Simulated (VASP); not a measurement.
The system is NaI.

```
Na I
1.0
     0.00000    3.54319    3.54319
     3.54319    0.00000    3.54319
     3.54319    3.54319    0.00000
Na I
1 1
Direct
  0.00000 0.00000 0.00000
  0.25000 0.25000 0.25000
```

Base run:

- Program: VASP 6.6.1
- Functional: LDA
- Potentials or basis: VASP PAW LDA potentials, release 64 (Na_pv, I)
- Cutoff: 520 eV
- k mesh: 6 × 6 × 6
- Occupations: gaussian, width 0.01 eV
- Spin: no spin polarisation

Its results: band gap on the k mesh 3.50 eV, direct; pressure -0.9 GPa.

Question: The run is repeated on the same cell with these changes: functional from LDA to r2SCAN; potentials or basis from VASP PAW LDA potentials, release 64 (Na_pv, I) to VASP PAW PBE potentials, release 64 (Na_pv, I). What comes out?

Answer: Band gap on the k mesh 4.42 eV, direct; pressure -0.1 GPa.

Caveats: spin-orbit coupling is left out, which moves the levels of the heavy elements; the PAW data sets were made with another functional, which shifts forces and pressure a little (some runs).

